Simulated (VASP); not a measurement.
A run of VASP 6.6.1 is set up as follows.

Contents of INCAR:

```
PREC = Accurate
ENCUT = 520
EDIFF = 1E-6
ISMEAR = 0
SIGMA = 0.15
LREAL = F
LASPH = T
NELM = 150
ALGO = Normal
ISIF = 2
LWAVE = F
LCHARG = F
ISPIN = 2
MAGMOM = 1.925 0 0
LORBIT = 11
NUPDOWN = 1.925
LMAXMIX = 4
GGA = PE
NBANDS = 20
```

Contents of KPOINTS:

```
regular mesh
0
Gamma
  14 14 14
```

Contents of POSCAR:

```
CoSi2
1.0
    0.0000000000      2.7498291905      2.7498291905
    2.7498291905      0.0000000000      2.7498291905
    2.7498291905      2.7498291905      0.0000000000
Co Si
1 2
Direct
    0.0000000000      0.0000000000      0.0000000000
    0.2500000000      0.2500000000      0.2500000000
    0.7500000000      0.7500000000      0.7500000000
```

Potentials or basis: VASP PAW PBE potentials, release 64 (Co, Si).

Run with:

```bash
$ cat potpaw_PBE.64/Co/POTCAR potpaw_PBE.64/Si/POTCAR > POTCAR
$ mpirun -np 1 vasp_std > vasp.out
```

Question: What does it give for the pressure?

Answer: 0.6 GPa.

Caveat: the total moment is fixed, so each spin has its own Fermi level.
